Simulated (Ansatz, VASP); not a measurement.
## Two plane-wave programs on Zr3S

```
Zr S
1.0
     5.84297    0.00000    0.00000
    -2.92149    5.06016    0.00000
     0.00000    0.00000    5.70042
Zr S
6 2
Direct
  0.00000 0.68105 0.50000
  0.00000 0.31895 0.00000
  0.68105 0.68105 0.00000
  0.68105 0.00000 0.50000
  0.31895 0.31895 0.50000
  0.31895 0.00000 0.00000
  0.66667 0.33333 0.75000
  0.33333 0.66667 0.25000
```

Alike in both runs: functional PBEsol; k mesh 6 × 6 × 6; occupations gaussian, width 0.1 eV; no spin polarisation.

Ansatz relaxed the structure, and its values are those at the end. VASP's run is a single point on that final structure, the one shown.

```csv
,VASP,Ansatz
version,VASP 6.6.1,Ansatz 0.2.0
potentials or method,"VASP PAW PBE potentials, release 64 (Zr_sv, S), cutoff 520 eV","scalar-relativistic, plane waves, PAW"
valence electrons in the cell,84,84
```

VASP gave:

```
gap on the k mesh at the Fermi level (eV) : none
pressure (GPa)                            : 0.2
rms of the force components (eV/Å)        : 0.010
```

Problem. Estimate Ansatz's values.

Solution. gap on the k mesh at the Fermi level (eV): none; pressure (GPa): 0.0; rms of the force components (eV/Å): 0.003.

VASP's potentials were made for PBE, not for PBEsol. A gap of «none» marks a metal or a gap that the smearing closes. With one functional, cell and mesh, what is left measures potentials, basis and numerics.
